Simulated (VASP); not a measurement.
# Sn2PdSe5 (P6/mmm) in VASP: further runs

Sn2PdSe5 is run at these levels: PBE; tasks: single point, relaxation of cell and atoms.

All numbers are computed with VASP 6.6.1; they aren't measurements. Logs are shortened: lines on timing, memory, paths and dates and some standing lists are left out, and cuts for length are marked.

## (1) The cell of the first run

It takes space group P6/mmm (No. 191, hexagonal). The conventional cell has a = 6.246 Å, b = 6.246 Å, c = 10.000 Å, α = 90.00°, β = 90.00°, γ = 120.00°. Within 3.2 Å of Sn (site symmetry 6mm) lie 1 Se at 2.45 Å and 1 Pd at 2.55 Å. Within 3.4 Å of Pd (site symmetry 6/mmm) lie 2 Sn at 2.55 Å. Se (site symmetry 3m) has 1 Se at 2.21 Å within 2.9 Å. Se (site symmetry 6/mmm) has 2 Sn at 2.45 Å within 3.2 Å.

The cell was built from a structure type or drawn by symmetry, and may not be a known phase.

## (2) Single point, PBE

Input file INCAR:

```
SYSTEM = Sn2PdSe5
  ALGO = Normal
  EDIFF = 1E-6
  ENCUT = 500
  GGA = PE
  GGA_COMPAT = .False.
  ISIF = 2
  ISMEAR = 0
  LASPH = .True.
  LCHARG = .True.
  LELF = .True.
  LREAL = .False.
  LVHAR = .True.
  LWAVE = .False.
  NBANDS = 44
  NELM = 120
  PREC = Accurate
  SIGMA = 0.15
```

Input file KPOINTS:

```
k-points
0
Gamma
  3 3 2
  0 0 0
```

Input file POSCAR:

```
Sn2PdSe5
1.0
    6.2463883138      0.0000000000      0.0000000000
   -3.1231941569      5.4095309617      0.0000000000
    0.0000000000      0.0000000000      9.9996209630
Sn Pd Se
2 1 5
Direct
    0.0000000000      0.0000000000      0.2553707804
    0.0000000000      0.0000000000      0.7446292196
    0.0000000000      0.0000000000      0.0000000000
    0.3333333333      0.6666666667      0.6104817506
    0.6666666667      0.3333333333      0.6104817506
    0.6666666667      0.3333333333      0.3895182494
    0.3333333333      0.6666666667      0.3895182494
    0.0000000000      0.0000000000      0.5000000000
```

Potentials or basis: VASP PAW PBE potentials, release 64 (Sn_d, Pd, Se).

Launch:

```sh
$ cat potpaw_PBE.64/Sn_d/POTCAR potpaw_PBE.64/Pd/POTCAR potpaw_PBE.64/Se/POTCAR > POTCAR
$ mpirun -np 1 vasp_std > vasp.out
```

OUTCAR:

```text
SYSTEM = Sn2PdSe5
   EDIFF = 1E-6
   ENCUT = 500
   GGA = PE
   ISIF = 2
   ISMEAR = 0
   LASPH = .True.
   LREAL = .False.
   NELM = 120
   PREC = Accurate

 ion  position               nearest neighbor table
   1  0.000  0.000  0.255-   8 2.45   3 2.55
   2  0.000  0.000  0.745-   8 2.45   3 2.55
   3  0.000  0.000  0.000-   1 2.55   2 2.55
   4  0.333  0.667  0.610-   7 2.21
   5  0.667  0.333  0.610-   6 2.21
   6  0.667  0.333  0.390-   5 2.21
   7  0.333  0.667  0.390-   4 2.21
   8  0.000  0.000  0.500-   1 2.45   2 2.45

  LATTYP: Found a hexagonal cell.
 ALAT       =     6.2463883138
 C/A-ratio  =     1.6008644453

  Lattice vectors:

 A1 = (   6.2463883138,   0.0000000000,   0.0000000000)
 A2 = (  -3.1231941569,   5.4095309617,   0.0000000000)
 A3 = (   0.0000000000,   0.0000000000,   9.9996209630)

Analysis of symmetry for initial positions (statically):
=====================================================================
 Subroutine PRICEL returns:
 Original cell was already a primitive cell.

 Routine SETGRP: Setting up the symmetry group for a
 hexagonal supercell.

 Subroutine GETGRP returns: Found 24 space group operations
 (whereof 24 operations were pure point group operations)
 out of a pool of 24 trial point group operations.

The static configuration has the point symmetry D_6h.

Analysis of symmetry for dynamics (positions and initial velocities):
=====================================================================
 Subroutine PRICEL returns:
 Original cell was already a primitive cell.

 Routine SETGRP: Setting up the symmetry group for a
 hexagonal supercell.

 Subroutine GETGRP returns: Found 24 space group operations
 (whereof 24 operations were pure point group operations)
 out of a pool of 24 trial point group operations.

The dynamic configuration has the point symmetry D_6h.

 Subroutine INISYM returns: Found 24 space group operations
 (whereof 24 operations are pure point group operations),
 and found     1 'primitive' translations

----------------------------------------------------------------------------------------

                                     Primitive cell

  volume of cell :     337.8875

[... 83 lines left out ...]
   EDIFFG = 0.1E-04   stopping-criterion for IOM
   NSW    =      0    number of steps for IOM
   IBRION =     -1    ionic relax: 0-MD 1-quasi-New 2-CG
   NFREE  =      0    steps in history (QN), initial steepest desc. (CG)
   ISIF   =      2    stress and relaxation
   ISYM   =      2    0-nonsym 1-usesym 2-fastsym
   POTIM  = 0.5000    time-step for ionic-motion
   TEBEG  =    0.0;   TEEND  =   0.0 temperature during run
   PSTRESS=    0.0 pullay stress
   NELECT =      68.0000    total number of electrons
   NUPDOWN=      -1.0000    fix difference up-down
   EMIN   =  10.00;   EMAX   =-10.00  energy-range for DOS
   EFERMI =   0.00;   METHOD = LEGACY
   ISMEAR =     0;   SIGMA  =   0.15  broadening in eV -4-tet -1-fermi 0-gaus
   EFERMI_NEDOS =   21; number of points for ismear=-14 and -15
   IALGO  =     38    algorithm
   IMIX   =      4    mixing-type and parameters
     AMIX     =   0.40;   BMIX     =  1.00
     AMIX_MAG =   1.60;   BMIX_MAG =  1.00
  volume/ion in A,a.u.               =      42.24       285.02
  Fermi-wavevector in a.u.,A,eV,Ry     =   0.959372  1.812950 12.522732  0.920395
  Thomas-Fermi vector in A             =   2.088562
   LORBIT       =      0    0 simple, 1 ext, 2 COOP (PROOUT), +10 PAW based schemes
   GGA     = PE    functional components
   LHFCALC =     F    Hartree Fock is set to
   AEXX    =    0.0000 exact exchange contribution
   IVDW    =     0    specifies the selected vdW correction
   LEPSILON=     F    determine dielectric tensor
   LRPA    =     F    only Hartree local field effects (RPA)
 non-spin polarized calculation
 Gauss-broadening in eV      SIGMA  =   0.15
  energy-cutoff  :      500.00
  volume of cell :      337.89
 maximum number of plane-waves:      8616
 NGX is ok and might be reduce to    48
   NGX = 23   NGY = 23   NGZ = 37

 number of electron      68.0000004 magnetization

 Free energy of the ion-electron system (eV)
  ---------------------------------------------------
  ext. energy  EPLUGINS =         0.00000000
  ---------------------------------------------------
  free energy    TOTEN  =       -26.85411894 eV

  energy without entropy =      -26.74432323  energy(sigma->0) =      -26.79922108

 E-fermi :   1.2230     XC(G=0):  -7.0435

 val. band max:        1.1975358065   @ k =   0.3333  -0.0000   0.0000
 cond. band min:       1.2662133816   @ k =   0.3333  -0.0000   0.5000
 fundamental gap:      0.0686775751
 Fermi energy:         1.2229724409

 k-point     1 :       0.0000    0.0000    0.0000
  band No.  band energies     occupation
      1     -20.8872      2.00000
      2     -20.8872      2.00000
      3     -20.8871      2.00000
      4     -20.8871      2.00000
      5     -20.8666      2.00000
      6     -20.8297      2.00000
[... 271 lines left out ...]
     43       4.0773      0.00000
     44       5.5271      0.00000

------------------------ aborting loop because EDIFF is reached ----------------------------------------

  FORCE on cell =-STRESS in cart. coord.  units (eV):
  Direction    XX          YY          ZZ          XY          YZ          ZX
  --------------------------------------------------------------------------------------
  -------------------------------------------------------------------------------------
  Total       -0.3684241     -0.3684241      0.0045712      0.0000000     -0.0000000     -0.0000000
  in kB       -1.7469743     -1.7469743      0.0216757      0.0000000     -0.0000000     -0.0000000
  external PRESSURE =      -1.1574243 kB  Pullay stress =       0.0000000 kB

 VOLUME and BASIS-vectors are now :
 -----------------------------------------------------------------------------
  energy-cutoff  :      500.00
  volume of cell :      337.89
      direct lattice vectors                 reciprocal lattice vectors
     6.246388314  0.000000000  0.000000000     0.160092513  0.092429455  0.000000000
    -3.123194157  5.409530962  0.000000000     0.000000000  0.184858911  0.000000000
     0.000000000  0.000000000  9.999620963     0.000000000  0.000000000  0.100003791

 POSITION                                       TOTAL-FORCE (eV/Angst)
 -----------------------------------------------------------------------------------
      0.00000      0.00000      2.55361         0.000000      0.000000     -0.059621
      0.00000      0.00000      7.44601        -0.000000     -0.000000      0.059621
      0.00000      0.00000      0.00000         0.000000      0.000000      0.000000
     -0.00000      3.60635      6.10459        -0.000000      0.000000      0.049721
      3.12319      1.80318      6.10459         0.000000     -0.000000      0.049721
      3.12319      1.80318      3.89503         0.000000     -0.000000     -0.049721
     -0.00000      3.60635      3.89503        -0.000000      0.000000     -0.049721
      0.00000      0.00000      4.99981         0.000000      0.000000      0.000000
 -----------------------------------------------------------------------------------
    total drift:                               -0.000000     -0.000000      0.000000

  FREE ENERGIE OF THE ION-ELECTRON SYSTEM (eV)
  ---------------------------------------------------
  free  energy   TOTEN  =       -26.8541189405 eV

  energy  without entropy=      -26.7443232288  energy(sigma->0) =      -26.79922108
```

Run time: 1.9 min. Hardware: 1 thread of AMD EPYC 9R45 (Zen 5), shared host; peak memory 0.43 GiB.

Results:

| Property | Result |
| --- | --- |
| Free energy | -26.8541 eV |
| Pressure | -0.1 GPa |
| Largest force | 0.060 eV/Å |
| Band gap on the k mesh | zero (bands 34 and 35 overlap by 0.67 eV) |

Forces on the atoms (eV/Å):
```
Sn   0.000  0.000 -0.060
Sn   0.000  0.000  0.060
Pd   0.000  0.000  0.000
Se   0.000  0.000  0.050
Se   0.000  0.000  0.050
Se   0.000  0.000 -0.050
Se   0.000  0.000 -0.050
Se   0.000  0.000  0.000
```

Levels at points of the mesh, in eV from the Fermi level:
```
           k point  band 30  band 31  band 32  band 33  band 34  band 35  band 36  band 37  band 38  band 39
(0.00, 0.00, 0.00)    -1.31    -1.31    -0.64    -0.64    -0.62    -0.62    -0.18     1.07     1.07     2.12
(0.00, 0.00, 0.50)    -1.28    -1.28    -0.96    -0.96    -0.61    -0.61     1.56     1.56     1.74     1.90
```

Caveat: the k points lie up to 0.39 Å⁻¹ apart, too coarse for converged energies and pressures of a metal; spin-orbit coupling is left out, which moves the levels of the heavy elements.

## (3) Relaxation of cell and atoms, PBE

This run uses another cell than the first one, of 29.58 Å³/atom.

Input file INCAR:

```
PREC = Accurate ; ENCUT = 500
EDIFF = 1E-7 ; ISMEAR = 0
SIGMA = 0.15 ; LREAL = F
LASPH = T ; NELM = 120
ALGO = Normal ; ISIF = 3
LWAVE = F ; LCHARG = F
GGA = PE ; IBRION = 2
NSW = 36 ; EDIFFG = -0.08
GGA_COMPAT = F ; NELMIN = 4
```

Input file KPOINTS:

```
Automatic mesh
0
Gamma
  2 2 2
```

Input file POSCAR:

```
Sn2PdSe5
1.0
    7.0734040800      0.0000000000      0.0000000000
   -3.5367020400      6.1257476300      0.0000000000
    0.0000000000      0.0000000000      5.4615793200
Sn Pd Se
2 1 5
Direct
    0.3333333300      0.6666666700      0.5000000000
    0.6666666700      0.3333333300      0.5000000000
    0.0000000000      0.0000000000      0.5000000000
    0.5000000000      0.0000000000      0.5000000000
    0.0000000000      0.5000000000      0.5000000000
    0.5000000000      0.5000000000      0.5000000000
    0.3333333300      0.6666666700      0.0000000000
    0.6666666700      0.3333333300      0.0000000000
```

Potentials or basis: VASP PAW PBE potentials, release 64 (Sn_d, Pd, Se).

Launch:

```sh
$ cat potpaw_PBE.64/Sn_d/POTCAR potpaw_PBE.64/Pd/POTCAR potpaw_PBE.64/Se/POTCAR > POTCAR
$ mpirun -np 1 vasp_std > vasp.out
```

Run time: 6.9 min. Hardware: 1 thread of AMD EPYC 9R45 (Zen 5), shared host; peak memory 0.34 GiB.

The run converged. Its results:

```
Free energy                           : -24.8570 eV
Relaxed volume                        : 47.03 Å³/atom
Relaxed cell                          : a = 9.087 Å, b = 9.087 Å, c = 5.261 Å, α = 90.00°, β = 90.00°, γ = 120.00°
Space group after relaxing (to 0.1 Å) : P6/mmm (No. 191)
Energy gained by relaxing             : 1969.9 meV/atom
Ionic steps                           : 10
Pressure after relaxing               : 0.0 GPa
Band gap on the k mesh                : zero (bands 34 and 35 overlap by 0.81 eV)
```

Step by step:
```csv
step,energy change (eV),largest force (eV/Å),pressure (GPa),volume (Å³)
1,0.0000,0.0000,38.33,236.65
2,-13.0596,0.0000,-3.60,546.21
3,-15.5318,0.0000,-0.33,382.09
4,-15.5357,0.0000,-1.34,401.40
5,-15.5543,0.0000,-0.92,392.72
6,-15.5528,0.0000,-0.73,389.19
7,-15.7363,0.0000,-0.04,376.53
8,-15.7524,0.0000,0.28,372.29
9,-15.7524,0.0000,0.31,371.93
10,-15.7591,0.0000,0.05,376.21
```

Final structure:
```
Sn Pd Se
1.0
     9.08654    0.00000    0.00000
    -4.54327    7.86918    0.00000
     0.00000    0.00000    5.26146
Sn Pd Se
2 1 5
Direct
  0.33333 0.66667 0.50000
  0.66667 0.33333 0.50000
  0.00000 0.00000 0.50000
  0.50000 0.00000 0.50000
  0.00000 0.50000 0.50000
  0.50000 0.50000 0.50000
  0.33333 0.66667 0.00000
  0.66667 0.33333 0.00000
```

Levels at points of the mesh, in eV from the Fermi level:
| k point | band 30 | band 31 | band 32 | band 33 | band 34 | band 35 | band 36 | band 37 | band 38 | band 39 |
| --- | --- | --- | --- | --- | --- | --- | --- | --- | --- | --- |
| (0.00, 0.00, 0.00) | -0.24 | -0.24 | -0.22 | -0.22 | -0.20 | -0.20 | 0.07 | 1.06 | 2.96 | 2.96 |
| (0.50, 0.00, 0.00) | -0.25 | -0.23 | -0.20 | -0.19 | -0.14 | -0.11 | 0.00 | 0.85 | 1.45 | 3.73 |
| (0.00, 0.00, 0.50) | -0.24 | -0.22 | -0.22 | -0.18 | 0.61 | 0.61 | 1.51 | 1.58 | 2.06 | 2.06 |
| (0.50, 0.00, 0.50) | -0.22 | -0.20 | -0.15 | -0.12 | 0.13 | 0.59 | 1.62 | 1.83 | 2.28 | 2.99 |

Caveat: the k points lie up to 0.60 Å⁻¹ apart in the final cell, too coarse for converged energies and pressures of a metal; the volume moved by over 15 % at a fixed basis, so the end points are rough; spin-orbit coupling is left out, which moves the levels of the heavy elements.
